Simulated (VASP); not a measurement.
Input of a VASP 6.6.1 run:

Contents of INCAR:

```
SYSTEM = NaF
PREC = Accurate ; ENCUT = 520
EDIFF = 1E-7 ; ISMEAR = 0
SIGMA = 0.01 ; LREAL = .FALSE.
LASPH = .TRUE. ; NELM = 100
ALGO = Normal ; ISIF = 2
LWAVE = .FALSE. ; LCHARG = .FALSE.
GGA = PE ; NBANDS = 14
```

The input KPOINTS:

```
Automatic mesh
0
G
  10 10 10
  0 0 0
```

The input POSCAR:

```
NaF
1.0
    0.0000000000      2.2972417837      2.2972417837
    2.2972417837      0.0000000000      2.2972417837
    2.2972417837      2.2972417837      0.0000000000
Na F
1 1
Direct
    0.0000000000      0.0000000000      0.0000000000
    0.5000000000      0.5000000000      0.5000000000
```

Potentials or basis: VASP PAW PBE potentials, release 64 (Na_pv, F).

Launch:

```bash
$ cat potpaw_PBE.64/Na_pv/POTCAR potpaw_PBE.64/F/POTCAR > POTCAR
$ mpirun -np 1 vasp_std > vasp.out
```

Task: Estimate the band gap on the k mesh.

Result: 6.44 eV, direct.

Task: What does it give for the pressure?

Result: 3.5 GPa.

A k mesh can miss the band edges. As with any semilocal functional, this PBE gap is likely too small.
